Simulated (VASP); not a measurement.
Wanted: the native input for a VASP 6.6.1 run.

```
Task                               : single point
Functional                         : PBEsol-based screened hybrid with 25 % exact exchange
Potentials or basis                : VASP PAW PBE potentials, release 64 (Zr_sv, B)
Cutoff                             : 520 eV
k mesh                             : 5 × 5 × 4
Occupations                        : fermi-dirac, width 0.05 eV
Spin                               : no spin polarisation
Dipole correction                  : no
Grid for exact exchange (PRECFOCK) : Normal
Share of exact exchange            : 0.25
Further INCAR settings             : ALGO = Normal; EDIFF = 1e-06; NBANDS = 14
Screening parameter                : 0.207 1/Å
```

The system is ZrB.

```
Zr B
1.0
     1.96143   -1.98572    0.00000
     1.96143    1.98572    0.00000
     0.00000    0.00000    4.01395
Zr B
1 1
Cartesian
  0.0000 0.0000 2.0070
  1.9614 0.0000 2.0070
```

The input as run:

POSCAR

```
ZrB
1.0
    1.9614334600     -1.9857162700      0.0000000000
    1.9614334600      1.9857162700      0.0000000000
    0.0000000000      0.0000000000      4.0139456300
Zr B
1 1
Direct
    0.0000000000      0.0000000000      0.5000000000
    0.5000000000      0.5000000000      0.5000000000
```

INCAR.step1

```
PREC     = Accurate       # precision mode
ENCUT    = 520            # plane-wave cutoff, eV
EDIFF    = 1E-5           # SCF threshold, eV
ISMEAR   = -1             # smearing method
SIGMA    = 0.05           # smearing width, eV
LREAL    = F              # projectors in reciprocal space
LASPH    = T              # aspherical terms in the spheres
NELM     = 100            # most SCF steps
ALGO     = Normal         # electronic algorithm
ISIF     = 2              # what is computed and relaxed
LWAVE    = T              # write WAVECAR
LCHARG   = F              # write CHGCAR
GGA      = PE             # functional
NBANDS   = 14             # bands
```

INCAR.step2

```
PREC     = Accurate       # precision mode
ENCUT    = 520            # plane-wave cutoff, eV
EDIFF    = 1E-6           # SCF threshold, eV
ISMEAR   = -1             # smearing method
SIGMA    = 0.05           # smearing width, eV
LREAL    = F              # projectors in reciprocal space
LASPH    = T              # aspherical terms in the spheres
NELM     = 100            # most SCF steps
ALGO     = Normal         # electronic algorithm
ISIF     = 2              # what is computed and relaxed
LWAVE    = F              # write WAVECAR
LCHARG   = F              # write CHGCAR
GGA      = PS             # functional
LHFCALC  = T              # exact exchange
AEXX     = 0.25           # exact-exchange fraction
HFSCREEN = 0.207          # screening, 1/A
PRECFOCK = Normal       
ISTART   = 1            
NBANDS   = 14             # bands
```

KPOINTS

```
regular mesh
0
Gamma
  5 5 4
```

Potentials or basis: VASP PAW PBE potentials, release 64 (Zr_sv, B).

Launch:

```bash
$ cat potpaw_PBE.64/Zr_sv/POTCAR potpaw_PBE.64/B/POTCAR > POTCAR
$ cp INCAR.step1 INCAR
$ mpirun -np 1 vasp_std > vasp.out
$ cp INCAR.step2 INCAR
$ mpirun -np 1 vasp_std > vasp.out
```

It gave:

```yaml
Pressure: 67.0 GPa
Band_gap_on_the_k_mesh: zero (an odd number of electrons rules out a gap without spin polarisation)
```

Caveat: the k points lie up to 0.45 Å⁻¹ apart, too coarse for converged energies and pressures of a metal; the PAW data sets were made with another functional, which shifts forces and pressure a little.

It took 15 min on 1 thread of AMD EPYC 7R43 64-Core Processor (Zen 3) (shared host), peak memory 0.23 GiB.
